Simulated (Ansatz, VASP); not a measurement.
## Ag: VASP beside Ansatz

```
CELL_PARAMETERS angstrom
0.00000 1.99173 2.02721
2.06268 0.00000 2.02721
2.06268 1.99173 0.00000
ATOMIC_POSITIONS crystal
Ag 0.00000 0.00000 0.00000
```

Change from the starting cell: strain +0.0175 x Voigt [1, -1, 0, 0, 0, 0], atoms carried along.

Alike in both runs: task single point; functional PBEsol; k mesh 26 × 26 × 26; occupations gaussian, width 0.15 eV; no spin polarisation.

|  | VASP | Ansatz |
| --- | --- | --- |
| version | VASP 6.6.1 | Ansatz 0.2.0 |
| potentials or method | VASP PAW PBE potentials, release 64 (Ag), cutoff 520 eV | scalar-relativistic, plane waves, PAW |
| valence electrons in the cell | 11 | 19 |

```tsv
	VASP	Ansatz	Ansatz less VASP
gap on the k mesh at the Fermi level (eV)	none	none	-
pressure (GPa)	-0.3	0.0	+0.26
traceless stress, the component that is largest in VASP (GPa)	-0.81	-0.82	-0.006
```

VASP's potentials were made for PBE, not for PBEsol. A gap of «none» marks a metal or a gap that the smearing closes. VASP's potentials hold 11 valence electrons a cell and Ansatz's 19, so a difference there can come from the potentials and not from the codes.
